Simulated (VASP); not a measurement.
Al3BAs4:

```
Al B As
1.0
     3.75755    0.00000    0.00000
     0.00000    3.75755    0.00000
     0.00000    0.00000   10.62795
Al B As
3 1 4
Direct
  0.00000 0.00000 0.75000
  0.50000 0.50000 0.00000
  0.00000 0.00000 0.25000
  0.50000 0.50000 0.50000
  0.50000 0.00000 0.87500
  0.00000 0.50000 0.12500
  0.50000 0.00000 0.37500
  0.00000 0.50000 0.62500
```

```yaml
Program: VASP 6.6.1
Task: relaxation of cell and atoms
Functional: PBE
Potentials_or_basis: VASP PAW PBE potentials, release 64 (Al, B, As)
Cutoff: 600 eV
k_mesh: 4 × 4 × 2
Occupations: gaussian, width 0.1 eV
Spin: no spin polarisation
```

At the start: pressure 13.9 GPa; volume 18.76 Å³/atom.

**Question.** How do energy, volume and symmetry change on relaxing?

**Answer.** Over 11 steps the energy falls by 201.6 meV/atom and the volume is 21.08 Å³/atom (+12.4 %); space group P-4m2 (No. 115, to 0.05 Å).

Step by step:
```csv
step,energy change (eV),largest force (eV/Å),pressure (GPa),volume (Å³)
1,0.0000,3.4063,13.94,150.06
2,-0.9923,0.8795,-6.20,188.37
3,-1.2761,1.0194,-1.54,174.32
4,-1.2760,1.0550,-1.33,173.81
5,-1.4318,0.6361,-0.61,171.24
6,-1.5343,0.5672,0.91,166.98
7,-1.5946,0.3418,-0.23,169.13
8,-1.6014,0.2433,-0.72,170.13
9,-1.6105,0.0569,0.50,167.46
10,-1.6118,0.0525,0.17,168.17
11,-1.6124,0.0259,-0.06,168.68
```

Final structure:
```cif
data_structure
_symmetry_space_group_name_H-M 'P 1'
_symmetry_Int_Tables_number 1
_cell_length_a 3.8856
_cell_length_b 3.8856
_cell_length_c 11.1722
_cell_angle_alpha 90.000
_cell_angle_beta 90.000
_cell_angle_gamma 90.000
_cell_volume 168.68
loop_
_atom_site_label
_atom_site_type_symbol
_atom_site_fract_x
_atom_site_fract_y
_atom_site_fract_z
_atom_site_occupancy
Al1 Al 0.00000 0.00000 0.73468 1
Al2 Al 0.50000 0.50000 0.00000 1
Al3 Al 0.00000 0.00000 0.26532 1
B1 B 0.50000 0.50000 0.50000 1
As1 As 0.50000 0.00000 0.86707 1
As2 As 0.00000 0.50000 0.13293 1
As3 As 0.50000 0.00000 0.39954 1
As4 As 0.00000 0.50000 0.60046 1
```
